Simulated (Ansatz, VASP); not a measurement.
# ZnO: VASP beside Ansatz

The input INCAR:

```
SYSTEM = ZnO
PREC = Accurate
ENCUT = 520
EDIFF = 1E-6
ISMEAR = -1
SIGMA = 0.02
LREAL = .FALSE.
LASPH = .TRUE.
NELM = 60
ALGO = Normal
ISIF = 2
LWAVE = .FALSE.
LCHARG = .FALSE.
GGA = PE
NBANDS = 26
```

The input KPOINTS:

```
regular mesh
0
G
  11 11 6
  0 0 0
```

Contents of POSCAR:

```
ZnO
1.0
    3.2493987239      0.0000000000      0.0000000000
   -1.6246993619      2.8140618419      0.0000000000
    0.0000000000      0.0000000000      5.3078760000
Zn O
2 2
Direct
    0.3333333333      0.6666666667      0.0000000000
    0.6666666667      0.3333333333      0.5000000000
    0.3333333333      0.6666666667      0.3821000000
    0.6666666667      0.3333333333      0.8821000000
```

Input for Ansatz:

```yaml
crystal:
  lattice:
    - [3.2493987239, 0.0, 0.0]
    - [-1.6246993619, 2.8140618419, 0.0]
    - [0.0, 0.0, 5.307876]
  atoms:
    - { symbol: Zn, position: [0.3333333333, 0.6666666667, 0.0] }
    - { symbol: Zn, position: [0.6666666667, 0.3333333333, 0.5] }
    - { symbol: O, position: [0.3333333333, 0.6666666667, 0.3821] }
    - { symbol: O, position: [0.6666666667, 0.3333333333, 0.8821] }
kpoints:
  mp_grid: { grid: [11, 11, 6] }
  band_path:
    path:
      - [0.0, 0.0, 0.0]
      - [0.5, 0.0, 0.0]
      - [0.3333333333, 0.3333333333, 0.0]
      - [0.0, 0.0, 0.0]
      - [0.0, 0.0, 0.5]
      - [0.5, 0.0, 0.5]
      - [0.3333333333, 0.3333333333, 0.5]
      - [0.0, 0.0, 0.5]
      - [0.5, 0.0, 0.5]
    npoints: 5
scf:
  occupations: { method: fermi_dirac, width: 0.02 }
hamiltonian:
  xc: pbe
  pseudopotentials: { kind: all_electron, lapw: { basis_error: 0.0005 } }
output:
  forces: true
  stress: true
  eigenvalues: true
```

Change from the starting cell: zz strain of +2 %.

Alike in both runs: task single point; functional PBE; k mesh 11 × 11 × 6; occupations fermi-dirac, width 0.02 eV; no spin polarisation.

|  | VASP | Ansatz |
| --- | --- | --- |
| version | VASP 6.6.1 | Ansatz 0.2.0 |
| potentials or method | VASP PAW PBE potentials, release 64 (Zn, O), cutoff 520 eV | all-electron LAPW, scalar-relativistic |

|  | VASP | Ansatz | Ansatz less VASP |
| --- | --- | --- | --- |
| gap on the k mesh at the Fermi level (eV) | 0.73 | 0.77 | +0.031 |
| pressure (GPa) | 3.2 | 2.1 | -1.09 |
| traceless stress, the component that is largest in VASP (GPa) | -2.57 | -2.42 | +0.149 |
| rms of the force components (eV/Å) | 0.108 | 0.101 | -0.0077 |

Atom by atom the forces differ by 0.008 eV/Å (rms over components). Ansatz ran all-electron here, and VASP with PAW potentials.
